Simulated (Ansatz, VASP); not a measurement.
AgBr2 in VASP and in Ansatz

Contents of INCAR:

```
ALGO = Normal
EDIFF = 1E-7
EDIFFG = -0.001
ENCUT = 600
GGA = PE
IBRION = 2
ISIF = 3
ISMEAR = -1
LASPH = T
LCHARG = F
LREAL = F
LWAVE = F
NELM = 100
NSW = 80
PREC = Accurate
SIGMA = 0.15
```

The input KPOINTS:

```
k-points
0
Gamma
  12 12 8
```

The input POSCAR:

```
AgBr2
1.0
    3.9762572656      0.0000000000      0.0000000000
    0.0000000000      3.9762572656      0.0000000000
    0.0000000000      0.0000000000      6.2580253001
Ag Br
1 2
Direct
    0.0000000000      0.0000000000      0.0000000000
    0.5000000000      0.0000000000      0.2675219369
    0.0000000000      0.5000000000      0.7324780631
```

Input for Ansatz:

```yaml
crystal:
  lattice:
    - [3.9762572656, 0.0, 0.0]
    - [0.0, 3.9762572656, 0.0]
    - [0.0, 0.0, 6.2580253001]
  atoms:
    - { symbol: Ag, position: [0.0, 0.0, 0.0] }
    - { symbol: Br, position: [0.5, 0.0, 0.2675219369] }
    - { symbol: Br, position: [0.0, 0.5, 0.7324780631] }
basis:
  ecutwfc: 420
kpoints:
  mp_grid: { grid: [12, 12, 8] }
hamiltonian:
  xc: pbe
scf:
  occupations: { method: fermi_dirac, width: 0.15 }
output:
  forces: true
  stress: true
  eigenvalues: true
relax:
  adjacent_minimum: "off"
  f_tol: 0.001
  max_steps: 60
  cell: { stress_tol: 0.01 }
```

Alike in both runs: task relaxation of cell and atoms; functional PBE; k mesh 12 × 12 × 8; occupations fermi-dirac, width 0.15 eV; no spin polarisation.

|  | VASP | Ansatz |
| --- | --- | --- |
| version | VASP 6.6.1 | Ansatz 0.2.0 |
| potentials or method | VASP PAW PBE potentials, release 64 (Ag, Br), cutoff 600 eV | scalar-relativistic, plane waves, PAW |
| valence electrons in the cell | 25 | 33 |

|  | VASP | Ansatz | Ansatz less VASP |
| --- | --- | --- | --- |
| gap on the k mesh at the Fermi level, each at its own relaxed structure (eV) | none | none | - |
| relaxed volume (Å³/atom) | 33.33 | 33.45 | +0.125 |
| relaxed cell length with the largest relative difference (Å) | 6.208 | 6.218 | +0.0093 |

A gap of «none» marks a metal or a gap that the smearing closes. VASP's potentials hold 25 valence electrons a cell and Ansatz's 33, so a difference there can come from the potentials and not from the codes.
